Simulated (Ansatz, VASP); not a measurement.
As in VASP and in Ansatz

File INCAR:

```
PREC = Accurate
ENCUT = 520
EDIFF = 1E-6
ISMEAR = -1
SIGMA = 0.08
LREAL = F
LASPH = T
NELM = 60
ALGO = Normal
ISIF = 2
LWAVE = F
LCHARG = F
GGA = PE
NBANDS = 12
```

KPOINTS

```
Automatic mesh
0
Gamma
  13 13 13
```

The input POSCAR:

```
As
1.0
    0.0000000000      2.7113766812      2.7113766812
    2.7113766812      0.0000000000      2.7113766812
    2.7113766812      2.7113766812      0.0000000000
As
2
Direct
   -0.1250000000     -0.1250000000     -0.1250000000
    0.1250000000      0.1250000000      0.1250000000
```

Input for Ansatz:

```yaml
crystal:
  lattice:
    - [0.0, 2.7113766812, 2.7113766812]
    - [2.7113766812, 0.0, 2.7113766812]
    - [2.7113766812, 2.7113766812, 0.0]
  atoms:
    - { symbol: As, position: [-0.125, -0.125, -0.125] }
    - { symbol: As, position: [0.125, 0.125, 0.125] }
kpoints:
  mp_grid: { grid: [13, 13, 13] }
scf:
  occupations: { method: fermi_dirac, width: 0.08 }
hamiltonian:
  xc: pbe
  pseudopotentials: { kind: all_electron, lapw: { basis_error: 0.001 } }
output:
  forces: true
  stress: true
  eigenvalues: true
  populations: true
```

Change from the starting cell: volume scaled by 0.7, LAPW.

Alike in both runs: task single point; functional PBE; k mesh 13 × 13 × 13; occupations fermi-dirac, width 0.08 eV; no spin polarisation.

```csv
,VASP,Ansatz
version,VASP 6.6.1,Ansatz 0.2.0
potentials or method,"VASP PAW PBE potentials, release 64 (As), cutoff 520 eV","all-electron LAPW, scalar-relativistic"
```

```csv
,VASP,Ansatz,Ansatz less VASP
pressure (GPa),32.8,32.0,-0.82
```

Both programs put the cell under a high pressure, so it lies far from rest at this level. Ansatz ran all-electron here, and VASP with PAW potentials.
